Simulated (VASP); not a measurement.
Input of a VASP 6.6.1 run:

The input INCAR:

```
SYSTEM = Si
PREC = Accurate
ENCUT = 500
EDIFF = 1E-6
ISMEAR = 0
SIGMA = 0.15
LREAL = .FALSE.
LASPH = .TRUE.
NELM = 120
ALGO = Normal
ISIF = 2
LWAVE = .FALSE.
LCHARG = .FALSE.
GGA = CA
NBANDS = 46
GGA_COMPAT = .FALSE.
```

KPOINTS

```
Automatic mesh
0
G
  7 7 4
  0 0 0
```

POSCAR

```
Si
1.0
   -3.2836945321      3.2836945321     -3.2836945321
   -3.2836945321     -3.2836945321      3.2836945321
    0.0000000000      6.7441657595      6.7441657595
Si
16
Direct
    0.8977581535      0.8977581535      0.7801424801
    0.3977581535      0.3977581535      0.2932483779
    0.2500000000      0.9544836931      0.9240276270
    0.7500000000      0.4544836931      0.4371335249
    0.6477581535      0.1477581535      0.8244657229
    0.1477581535      0.6477581535      0.3375716208
    0.7044836931      0.5000000000      0.6805805760
    0.2044836931      0.0000000000      0.1936864738
    0.6022418465      0.6022418465      0.0941245697
    0.1022418465      0.1022418465      0.5810186719
    0.2500000000      0.5455163069      0.9240276270
    0.7500000000      0.0455163069      0.4371335249
    0.8522418465      0.3522418465      0.0498013269
    0.3522418465      0.8522418465      0.5366954290
    0.2955163069      0.5000000000      0.6805805760
    0.7955163069      0.0000000000      0.1936864738
```

Potentials or basis: VASP PAW LDA potentials, release 64 (Si).

Launch:

```sh
$ cat potpaw_LDA.64/Si/POTCAR > POTCAR
$ mpirun -np 1 vasp_std > vasp.out
```

Q: What does it give for the pressure?

A: -2.1 GPa.

Q: What does it give for the band gap on the k mesh?

A: Zero (bands 32 and 33 overlap by 0.13 eV).

Forces on the atoms (eV/Å):
```
Si  -0.046 -0.021  0.082
Si   0.049 -0.100 -0.069
Si   0.027  0.620  0.814
Si  -0.026 -0.023 -0.027
Si  -0.439  0.672  0.692
Si   0.050 -0.066 -0.104
Si  -0.040  0.127  0.128
Si   0.010 -0.598 -0.828
Si   0.393 -0.668 -0.231
Si   0.000  0.036  0.006
Si   0.045  0.936  0.730
Si  -0.009 -0.005 -0.014
Si  -0.015 -0.818 -1.033
Si  -0.046  0.029  0.081
Si   0.062  0.017 -0.024
Si  -0.015 -0.139 -0.204
```

Caveat: the cell differs from its parent crystal (the distance across one plane changed); semilocal functionals underestimate gaps, and a narrow one can read as zero; forces of over 1 eV/Å act on the atoms, so gaps and moduli don't describe the material at rest.
